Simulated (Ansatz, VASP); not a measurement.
# ZnSe: VASP beside Ansatz

```
Zn Se
1.0
     0.00000    2.65876    2.65876
     2.65876    0.00000    2.65876
     2.65876    2.65876    0.00000
Zn Se
1 1
Direct
  0.00000 0.00000 0.00000
  0.50000 0.50000 0.50000
```

Alike in both runs: task single point; functional PBE; k mesh 6 × 6 × 6; occupations fermi-dirac, width 0.2 eV; no spin polarisation.

|  | VASP | Ansatz |
| --- | --- | --- |
| version | VASP 6.6.1 | Ansatz 0.2.0 |
| potentials or method | VASP PAW PBE potentials, release 64 (Zn, Se) | plane waves |
| plane-wave cutoff (eV) | 520 | 420 |
| valence electrons in the cell | 18 | 28 |

```tsv
	VASP	Ansatz	Ansatz less VASP
pressure (GPa)	2.6	2.3	-0.22
```

VASP's potentials hold 18 valence electrons a cell and Ansatz's 28, so a difference there can come from the potentials and not from the codes.
